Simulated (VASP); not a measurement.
# P (P6_3/mmc) in VASP: notebook

Runs on P. Level: PBEsol. Tasks: single point.

Everything below comes from runs of VASP 6.6.1. Logs are shortened: lines on timing, memory, paths and dates and some standing lists are left out, and cuts for length are marked.

## 1. The cell of the first run

The structure is hexagonal, space group P6_3/mmc (No. 194). The conventional cell has a = 2.383 Å, b = 2.383 Å, c = 3.438 Å, α = 90.00°, β = 90.00°, γ = 120.00°. Within 2.9 Å of P (site symmetry -6m2) lie 12 P at 2.20 to 2.38 Å.

This isn't the form of P at room conditions, which is orthorhombic.

## 2. Single point, PBEsol

INCAR reads:

```
SYSTEM = P
ALGO = Normal
EDIFF = 1E-6
ENCUT = 520
GGA = PS
ISIF = 2
ISMEAR = -1
LASPH = .TRUE.
LCHARG = .TRUE.
LELF = .TRUE.
LREAL = .FALSE.
LVHAR = .TRUE.
LWAVE = .FALSE.
NBANDS = 12
NELM = 100
PREC = Accurate
SIGMA = 0.08
```

KPOINTS reads:

```
k-points
0
G
  16 16 9
  0 0 0
```

POSCAR reads:

```
P
1.0
    2.3828181145      0.0000000000      0.0000000000
   -1.1914090572      2.0635810197      0.0000000000
    0.0000000000      0.0000000000      3.4382227133
P
2
Direct
    0.3333333333      0.6666666667      0.2500000000
    0.6666666667      0.3333333333      0.7500000000
```

Potentials or basis: VASP PAW PBE potentials, release 64 (P).

Started as:

```console
> cat potpaw_PBE.64/P/POTCAR > POTCAR
> mpirun -np 1 vasp_std > vasp.out
```

OUTCAR:

```text
SYSTEM = P
   EDIFF = 1E-6
   ENCUT = 520
   GGA = PS
   ISIF = 2
   ISMEAR = -1
   LASPH = .TRUE.
   LREAL = .FALSE.
   NELM = 100
   PREC = Accurate

 ion  position               nearest neighbor table
   1  0.333  0.667  0.250-   2 2.20   2 2.20   2 2.20   2 2.20   2 2.20   2 2.20
   2  0.667  0.333  0.750-   1 2.20   1 2.20   1 2.20   1 2.20   1 2.20   1 2.20

  LATTYP: Found a hexagonal cell.
 ALAT       =     2.3828181145
 C/A-ratio  =     1.4429228536

  Lattice vectors:

 A1 = (   2.3828181145,   0.0000000000,   0.0000000000)
 A2 = (  -1.1914090572,   2.0635810197,   0.0000000000)
 A3 = (   0.0000000000,   0.0000000000,   3.4382227133)

Analysis of symmetry for initial positions (statically):
=====================================================================
 Subroutine PRICEL returns:
 Original cell was already a primitive cell.

 Routine SETGRP: Setting up the symmetry group for a
 hexagonal supercell.

 Subroutine GETGRP returns: Found 24 space group operations
 (whereof 12 operations were pure point group operations)
 out of a pool of 24 trial point group operations.

The static configuration has the point symmetry D_3d.
 The point group associated with its full space group is D_6h.

Analysis of symmetry for dynamics (positions and initial velocities):
=====================================================================
 Subroutine PRICEL returns:
 Original cell was already a primitive cell.

 Routine SETGRP: Setting up the symmetry group for a
 hexagonal supercell.

 Subroutine GETGRP returns: Found 24 space group operations
 (whereof 12 operations were pure point group operations)
 out of a pool of 24 trial point group operations.

The dynamic configuration has the point symmetry D_3d.
 The point group associated with its full space group is D_6h.

 Subroutine INISYM returns: Found 24 space group operations
 (whereof 12 operations are pure point group operations),
 and found     1 'primitive' translations

----------------------------------------------------------------------------------------

                                     Primitive cell

  volume of cell :      16.9062

  direct lattice vectors                    reciprocal lattice vectors
     2.382818115  0.000000000  0.000000000     0.419671142  0.242297247  0.000000000
    -1.191409057  2.063581020  0.000000000     0.000000000  0.484594494  0.000000000
     0.000000000  0.000000000  3.438222713     0.000000000  0.000000000  0.290847942

  length of vectors
     2.382818115  2.382818114  3.438222713     0.484594494  0.484594494  0.290847942

  position of ions in fractional coordinates (direct lattice)
     0.333333333  0.666666667  0.250000000
     0.666666667  0.333333333  0.750000000

  ion indices of the primitive-cell ions
   primitive index   ion index
                 1           1
                 2           2

----------------------------------------------------------------------------------------

 KPOINTS: k-points

Automatic generation of k-mesh.
 Grid dimensions read from file:
 generate k-points for:   16   16    9

 Generating k-lattice:

  Cartesian coordinates                     Fractional coordinates (reciprocal lattice)
     0.026229446  0.015143578  0.000000000     0.062500000  0.000000000  0.000000000
     0.000000000  0.030287156  0.000000000     0.000000000  0.062500000  0.000000000
     0.000000000  0.000000000  0.032316438     0.000000000  0.000000000  0.111111111

  Length of vectors
     0.030287156  0.030287156  0.032316438

  Shift w.r.t. Gamma in fractional coordinates (k-lattice)
     0.000000000  0.000000000  0.000000000

 Subroutine IBZKPT returns following result:
 ===========================================

 Found    150 irreducible k-points:

 Following reciprocal coordinates:
            Coordinates               Weight
  0.000000  0.000000  0.000000      1.000000
  0.062500 -0.000000  0.000000      6.000000
  0.125000 -0.000000  0.000000      6.000000
  0.187500  0.000000  0.000000      6.000000
  0.250000 -0.000000  0.000000      6.000000
  0.312500 -0.000000  0.000000      6.000000
[... 16 lines left out ...]
  0.187500  0.187500  0.000000      6.000000
  0.250000  0.187500  0.000000     12.000000
 [... further k-points ...]
   k-points           NKPTS =    150   k-points in BZ     NKDIM =    150   number of bands    NBANDS=     12
   number of dos      NEDOS =    301   number of ions     NIONS =      2
   total plane-waves  NPLWV =   9072
   dimension x,y,z NGX =    18 NGY =   18 NGZ =   28
   dimension x,y,z NGXF=    36 NGYF=   36 NGZF=   56
   ions per type =               2
   NGX,Y,Z   is equivalent  to a cutoff of  12.56, 12.56, 13.54 a.u.
   NGXF,Y,Z  is equivalent  to a cutoff of  25.12, 25.12, 27.08 a.u.
 SYSTEM =  P
   PREC   = accura    normal or accurate (medium, high low for compatibility)
   ISTART =      0    job   : 0-new  1-cont  2-samecut
   ICHARG =      2    charge: 1-file 2-atom 10-const
   ISPIN  =      1    spin polarized calculation?
   LNONCOLLINEAR =      F non collinear calculations
   LSORBIT =      F    spin-orbit coupling
   LASPH  =      T    aspherical Exc in radial PAW
   ENCUT  =  520.0 eV  38.22 Ry    6.18 a.u.   4.43  4.43  6.39*2*pi/ulx,y,z
   NELM   =    100;   NELMIN=  2; NELMDL= -5     # of ELM steps
   EDIFF  = 0.1E-05   stopping-criterion for ELM
   LREAL  =      F    real-space projection
   EDIFFG = 0.1E-04   stopping-criterion for IOM
   NSW    =      0    number of steps for IOM
   IBRION =     -1    ionic relax: 0-MD 1-quasi-New 2-CG
   NFREE  =      0    steps in history (QN), initial steepest desc. (CG)
   ISIF   =      2    stress and relaxation
   ISYM   =      2    0-nonsym 1-usesym 2-fastsym
   POTIM  = 0.5000    time-step for ionic-motion
   TEBEG  =    0.0;   TEEND  =   0.0 temperature during run
   PSTRESS=    0.0 pullay stress
   NELECT =      10.0000    total number of electrons
   NUPDOWN=      -1.0000    fix difference up-down
   EMIN   =  10.00;   EMAX   =-10.00  energy-range for DOS
   EFERMI =   0.00;   METHOD = LEGACY
   ISMEAR =    -1;   SIGMA  =   0.08  broadening in eV -4-tet -1-fermi 0-gaus
   EFERMI_NEDOS =   21; number of points for ismear=-14 and -15
   IALGO  =     38    algorithm
   IMIX   =      4    mixing-type and parameters
     AMIX     =   0.40;   BMIX     =  1.00
     AMIX_MAG =   1.60;   BMIX_MAG =  1.00
  volume/ion in A,a.u.               =       8.45        57.04
  Fermi-wavevector in a.u.,A,eV,Ry     =   1.374230  2.596918 25.694704  1.888507
  Thomas-Fermi vector in A             =   2.499675
   LORBIT       =      0    0 simple, 1 ext, 2 COOP (PROOUT), +10 PAW based schemes
   GGA     = PS    functional components
   LHFCALC =     F    Hartree Fock is set to
   AEXX    =    0.0000 exact exchange contribution
   IVDW    =     0    specifies the selected vdW correction
   LEPSILON=     F    determine dielectric tensor
   LRPA    =     F    only Hartree local field effects (RPA)
 non-spin polarized calculation
  energy-cutoff  :      520.00
  volume of cell :       16.91
 maximum number of plane-waves:       474
 NGX is ok and might be reduce to    18
   NGX =  9   NGY =  9   NGZ = 13

 number of electron      10.0000003 magnetization

 Free energy of the ion-electron system (eV)
  ---------------------------------------------------
  ext. energy  EPLUGINS =         0.00000000
  ---------------------------------------------------
  free energy    TOTEN  =        -7.15931744 eV

  energy without entropy =       -7.14703410  energy(sigma->0) =       -7.15317577

 E-fermi :  19.2258     XC(G=0): -13.9941

 val. band max:       19.2059093936   @ k =   0.3750   0.0000   0.1111
 cond. band min:      19.2543297258   @ k =   0.4375   0.0000   0.2222
 fundamental gap:      0.0484203323
 Fermi energy:        19.2258127025

 k-point     1 :       0.0000    0.0000    0.0000
  band No.  band energies     occupation
      1      -4.0258      2.00000
      2       6.9560      2.00000
      3       8.6524      2.00000
      4      24.9136      0.00000
      5      24.9136      0.00000
      6      27.1634      0.00000
      7      27.1634      0.00000
      8      31.7269      0.00000
      9      32.6526      0.00000
     10      34.9055      0.00000
     11      34.9066      0.00000
     12      35.4206      0.00000

 k-point     2 :       0.0625   -0.0000    0.0000
  band No.  band energies     occupation
      1      -3.8950      2.00000
      2       7.0766      2.00000
      3       8.7779      2.00000
      4      23.1906      0.00000
      5      23.9988      0.00000
      6      27.0121      0.00000
      7      28.2834      0.00000
      8      32.4959      0.00000
      9      32.8793      0.00000
     10      33.4167      0.00000
     11      34.3827      0.00000
     12      34.3996      0.00000

 k-point     3 :       0.1250   -0.0000    0.0000
  band No.  band energies     occupation
      1      -3.5033      2.00000
      2       7.4380      2.00000
      3       9.1517      2.00000
      4      20.2453      0.00001
      5      22.6508      0.00000
      6      26.0689      0.00000
      7      30.0861      0.00000
      8      30.1562      0.00000
      9      31.0874      0.00000
     10      33.2550      0.00000
     11      33.3249      0.00000
     12      34.4409      0.00000
[... 286 lines left out ...]
 k-point    23 :       0.1875    0.1875    0.0000
  band No.  band energies     occupation
      1      -0.5259      2.00000
      2      10.1913      2.00000
      3      11.5488      2.00000
      4      13.7696      2.00000
      5      13.9945      2.00000
      6      22.6516      0.00000
      7      25.0981      0.00000
      8      25.7430      0.00000
      9      25.8866      0.00000
     10      30.4454      0.00000
     11      31.7243      0.00000
     12      40.8499      0.00000

 k-point    24 :       0.2500    0.1875    0.0000
  band No.  band energies     occupation
      1       0.7531      2.00000
      2      10.5553      2.00000
      3      11.3700      2.00000
      4      12.6761      2.00000
      5      13.9163      2.00000
      6      20.7185      0.00000
      7      22.9506      0.00000
      8      24.5077      0.00000
      9      24.8521      0.00000
     10      30.3570      0.00000
     11      34.0340      0.00000
     12      41.0236      0.00000

 [... further k-points ...]

------------------------ aborting loop because EDIFF is reached ----------------------------------------

  FORCE on cell =-STRESS in cart. coord.  units (eV):
  Direction    XX          YY          ZZ          XY          YZ          ZX
  --------------------------------------------------------------------------------------
  -------------------------------------------------------------------------------------
  Total       14.5799015     14.5799015     14.5093017      0.0000000      0.0000000      0.0000000
  in kB     1381.7158818   1381.7158818   1375.0252428      0.0000000      0.0000000      0.0000000
  external PRESSURE =    1379.4856688 kB  Pullay stress =       0.0000000 kB

 VOLUME and BASIS-vectors are now :
 -----------------------------------------------------------------------------
  energy-cutoff  :      520.00
  volume of cell :       16.91
      direct lattice vectors                 reciprocal lattice vectors
     2.382818115  0.000000000  0.000000000     0.419671142  0.242297247  0.000000000
    -1.191409057  2.063581020  0.000000000     0.000000000  0.484594494  0.000000000
     0.000000000  0.000000000  3.438222713     0.000000000  0.000000000  0.290847942

 POSITION                                       TOTAL-FORCE (eV/Angst)
 -----------------------------------------------------------------------------------
     -0.00000      1.37572      0.85956        -0.000000     -0.000000      0.000000
      1.19141      0.68786      2.57867         0.000000      0.000000      0.000000
 -----------------------------------------------------------------------------------
    total drift:                                0.000000     -0.000000      0.000000

  FREE ENERGIE OF THE ION-ELECTRON SYSTEM (eV)
  ---------------------------------------------------
  free  energy   TOTEN  =        -7.1593174400 eV

  energy  without entropy=       -7.1470341021  energy(sigma->0) =       -7.15317577
```

Wall time 23 s (1 thread of Intel Xeon 8259CL, shared host); peak memory 0.14 GiB.

Results:

```
Free energy            : -7.1593 eV
Pressure               : 137.9 GPa
Band gap on the k mesh : zero (bands 5 and 6 overlap by 15.07 eV)
```

Stress tensor (GPa, compression positive):
```
138.17   0.00   0.00
  0.00 138.17   0.00
  0.00   0.00 137.50
```

Levels at points of the mesh, in eV from the Fermi level:
| k point | band 2 | band 3 | band 4 | band 5 | band 6 | band 7 | band 8 | band 9 |
| --- | --- | --- | --- | --- | --- | --- | --- | --- |
| (0.00, 0.00, 0.00) | -12.27 | -10.57 | 5.69 | 5.69 | 7.94 | 7.94 | 12.50 | 13.43 |
| (0.50, 0.00, 0.00) | -14.57 | -5.53 | -3.33 | -2.88 | -2.32 | -0.60 | 3.08 | 9.89 |

Caveat: the cell stands under pressure; the PAW data sets were made with another functional, which shifts forces and pressure a little.

## 3. Single point, PBEsol

This run uses another cell than the first one, of 9.91 Å³/atom.

INCAR reads:

```
  PREC = Accurate
  ENCUT = 520
  EDIFF = 1E-7
  ISMEAR = -1
  SIGMA = 0.08
  LREAL = F
  LASPH = T
  NELM = 80
  ALGO = Normal
  ISIF = 2
  LWAVE = F
  LCHARG = F
  GGA = PS
  NBANDS = 12
```

KPOINTS reads:

```
Automatic mesh
0
Gamma
  16 16 9
```

POSCAR reads:

```
P
1.0
    2.7706296334      0.0000000000      0.0000000000
   -1.3853148167      2.3994356470      0.0000000000
    0.0000000000      0.0000000000      2.9815339594
P
2
Direct
    0.3333333333      0.6666666667      0.2500000000
    0.6666666667      0.3333333333      0.7500000000
```

Potentials or basis: VASP PAW PBE potentials, release 64 (P).

Started as:

```console
> cat potpaw_PBE.64/P/POTCAR > POTCAR
> mpirun -np 1 vasp_std > vasp.out
```

OUTCAR:

```text
PREC = Accurate
   ENCUT = 520
   EDIFF = 1E-7
   ISMEAR = -1
   LREAL = F
   LASPH = T
   NELM = 80
   ISIF = 2
   GGA = PS

 ion  position               nearest neighbor table
   1  0.333  0.667  0.250-   2 2.19   2 2.19   2 2.19   2 2.19   2 2.19   2 2.19
   2  0.667  0.333  0.750-   1 2.19   1 2.19   1 2.19   1 2.19   1 2.19   1 2.19

  LATTYP: Found a hexagonal cell.
 ALAT       =     2.7706296334
 C/A-ratio  =     1.0761214431

  Lattice vectors:

 A1 = (   2.7706296334,   0.0000000000,   0.0000000000)
 A2 = (  -1.3853148167,   2.3994356470,   0.0000000000)
 A3 = (   0.0000000000,   0.0000000000,   2.9815339594)

Analysis of symmetry for initial positions (statically):
=====================================================================
 Subroutine PRICEL returns:
 Original cell was already a primitive cell.

 Routine SETGRP: Setting up the symmetry group for a
 hexagonal supercell.

 Subroutine GETGRP returns: Found 24 space group operations
 (whereof 12 operations were pure point group operations)
 out of a pool of 24 trial point group operations.

The static configuration has the point symmetry D_3d.
[... 177 lines left out ...]
      4      15.3058      1.99959
      5      15.3058      1.99959
      6      19.1854      0.00000
      7      19.1854      0.00000
      8      21.0016      0.00000
      9      26.0220      0.00000
     10      28.6783      0.00000
     11      28.6783      0.00000
     12      29.5487      0.00000
[... 331 lines left out ...]
 k-point    24 :       0.2500    0.1875    0.0000
  band No.  band energies     occupation
      1      -1.6906      2.00000
      2       5.5067      2.00000
      3       8.1071      2.00000
      4      11.8628      2.00000
      5      15.7834      1.85153
      6      18.3102      0.00000
      7      20.9382      0.00000
      8      22.6219      0.00000
      9      22.7676      0.00000
     10      23.3413      0.00000
     11      24.4427      0.00000
     12      35.1086      0.00000

 [... further k-points ...]

------------------------ aborting loop because EDIFF is reached ----------------------------------------

  FORCE on cell =-STRESS in cart. coord.  units (eV):
  Direction    XX          YY          ZZ          XY          YZ          ZX
  --------------------------------------------------------------------------------------
  -------------------------------------------------------------------------------------
  Total       10.2602967     10.2602967     10.2996001      0.0000000     -0.0000000      0.0000000
  in kB      829.3601409    829.3601409    832.5371135      0.0000000     -0.0000000      0.0000000
  external PRESSURE =     830.4191317 kB  Pullay stress =       0.0000000 kB

 VOLUME and BASIS-vectors are now :
 -----------------------------------------------------------------------------
  energy-cutoff  :      520.00
  volume of cell :       19.82
      direct lattice vectors                 reciprocal lattice vectors
     2.770629633  0.000000000  0.000000000     0.360928790  0.208382334  0.000000000
    -1.385314817  2.399435647  0.000000000     0.000000000  0.416764668  0.000000000
     0.000000000  0.000000000  2.981533959     0.000000000  0.000000000  0.335397823

 POSITION                                       TOTAL-FORCE (eV/Angst)
 -----------------------------------------------------------------------------------
     -0.00000      1.59962      0.74538        -0.000000      0.000000      0.000000
      1.38531      0.79981      2.23615         0.000000      0.000000      0.000000
 -----------------------------------------------------------------------------------
    total drift:                               -0.000000      0.000000     -0.000000

  FREE ENERGIE OF THE ION-ELECTRON SYSTEM (eV)
  ---------------------------------------------------
  free  energy   TOTEN  =        -9.1954773081 eV

  energy  without entropy=       -9.1796942605  energy(sigma->0) =       -9.18758578
```

OSZICAR:

```text
N       E                     dE             d eps       ncg     rms          rms(c)
DAV:   1     0.220966219644E+02    0.22097E+02   -0.49950E+03  3608   0.762E+02
DAV:   2    -0.840768342645E+01   -0.30504E+02   -0.29076E+02  4672   0.131E+02
DAV:   3    -0.930864342656E+01   -0.90096E+00   -0.89507E+00  4688   0.198E+01
DAV:   4    -0.931145788992E+01   -0.28145E-02   -0.28141E-02  4172   0.134E+00
DAV:   5    -0.931146831692E+01   -0.10427E-04   -0.10426E-04  4756   0.770E-02    0.123E+01
DAV:   6    -0.923013994832E+01    0.81328E-01   -0.35062E-02  4224   0.100E+00    0.727E+00
DAV:   7    -0.919585112274E+01    0.34289E-01   -0.56614E-02  4396   0.133E+00    0.163E-01
DAV:   8    -0.919547508324E+01    0.37604E-03   -0.38856E-03  4208   0.417E-01    0.610E-02
DAV:   9    -0.919547652639E+01   -0.14432E-05   -0.36732E-05  4728   0.463E-02    0.423E-02
DAV:  10    -0.919547724594E+01   -0.71955E-06   -0.87363E-07  4288   0.645E-03    0.154E-02
DAV:  11    -0.919547735993E+01   -0.11399E-06   -0.12012E-07  3224   0.214E-03    0.118E-03
DAV:  12    -0.919547730810E+01    0.51825E-07   -0.64551E-09  2532   0.631E-04
   1 F= -.91954773E+01 E0= -.91875858E+01  d E =-.157830E-01
```

Run time: 26 s. Hardware: 1 thread of Intel Xeon 8259CL, shared host; peak memory 0.15 GiB.

Results:

```
Free energy            : -9.1955 eV
Pressure               : 83.0 GPa
Band gap on the k mesh : zero (bands 5 and 6 overlap by 10.22 eV)
```

Stress tensor (GPa, compression positive):
```
82.94  0.00  0.00
 0.00 82.94  0.00
 0.00  0.00 83.25
```

Caveat: the cell stands under pressure; the PAW data sets were made with another functional, which shifts forces and pressure a little.
